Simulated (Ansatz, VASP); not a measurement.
**Two plane-wave programs on Te2Mo**

Contents of INCAR:

```
SYSTEM = Te2Mo
PREC = Accurate
ENCUT = 520
EDIFF = 1E-6
ISMEAR = 0
SIGMA = 0.05
LREAL = .FALSE.
LASPH = .TRUE.
NELM = 80
ALGO = Normal
ISIF = 2
LWAVE = .FALSE.
LCHARG = .FALSE.
LDIPOL = .TRUE.
IDIPOL = 3
DIPOL = 0.5 0.5 0.398
GGA = PE
IVDW = 12
NBANDS = 35
```

The input KPOINTS:

```
regular mesh
0
G
  9 9 1
  0 0 0
```

The input POSCAR:

```
Te2Mo
1.0
    3.5038817216      0.0000000000      0.0000000000
   -1.7519408608      3.0344505828      0.0000000000
    0.0000000000      0.0000000000     24.7677194079
Te Mo
4 2
Direct
    0.3333333333      0.6666666667      0.1816881048
    0.3333333333      0.6666666667      0.3284056788
    1.0000000000      1.0000000000      0.4668923898
    1.0000000000      1.0000000000      0.6136099637
    0.6666666667      0.3333333333      0.2550468918
    0.6666666667      1.3333333333      0.5402511768
```

Input for Ansatz:

```yaml
crystal:
  lattice:
    - [3.5038817216, 0.0, 0.0]
    - [-1.7519408608, 3.0344505828, 0.0]
    - [0.0, 0.0, 24.7677194079]
  atoms:
    - { symbol: Te, position: [0.3333333333, 0.6666666667, 0.1816881048] }
    - { symbol: Mo, position: [0.6666666667, 0.3333333333, 0.2550468918] }
    - { symbol: Te, position: [0.3333333333, 0.6666666667, 0.3284056788] }
    - { symbol: Te, position: [1.0, 1.0, 0.4668923898] }
    - { symbol: Mo, position: [0.6666666667, 1.3333333333, 0.5402511768] }
    - { symbol: Te, position: [1.0, 1.0, 0.6136099637] }
basis:
  ecutwfc: 420
kpoints:
  mp_grid: { grid: [9, 9, 1] }
hamiltonian:
  xc: pbe
  pseudopotentials: { kind: paw, azcp: { folder: soft_1 } }
  dispersion: d3bj
scf:
  occupations: { method: gaussian, width: 0.05 }
output:
  forces: true
  eigenvalues: true
efield:
  axis: 3
  dipole_correction: true
  ramp_width: 0.04
```

Alike in both runs: task single point; functional PBE; dispersion D3(BJ); k mesh 9 × 9 × 1; occupations gaussian, width 0.05 eV; no spin polarisation.

|  | VASP | Ansatz |
| --- | --- | --- |
| version | VASP 6.6.1 | Ansatz 0.2.0 |
| potentials or method | VASP PAW PBE potentials, release 64 (Te, Mo_sv), cutoff 520 eV | scalar-relativistic, plane waves, PAW |
| valence electrons in the cell | 52 | 92 |

VASP gave:

| Quantity | Value |
| --- | --- |
| gap on the k mesh at the Fermi level (eV) | 1.11 |
| least direct gap on the mesh (eV) | 1.16 |
| rms of the force components (eV/Å) | 0.014 |

Problem. What did Ansatz give for the same quantities?

Solution. gap on the k mesh at the Fermi level (eV): 1.11; least direct gap on the mesh (eV): 1.16; rms of the force components (eV/Å): 0.015.

VASP's potentials hold 52 valence electrons a cell and Ansatz's 92, so a difference there can come from the potentials and not from the codes.

Spin-orbit coupling is off throughout.
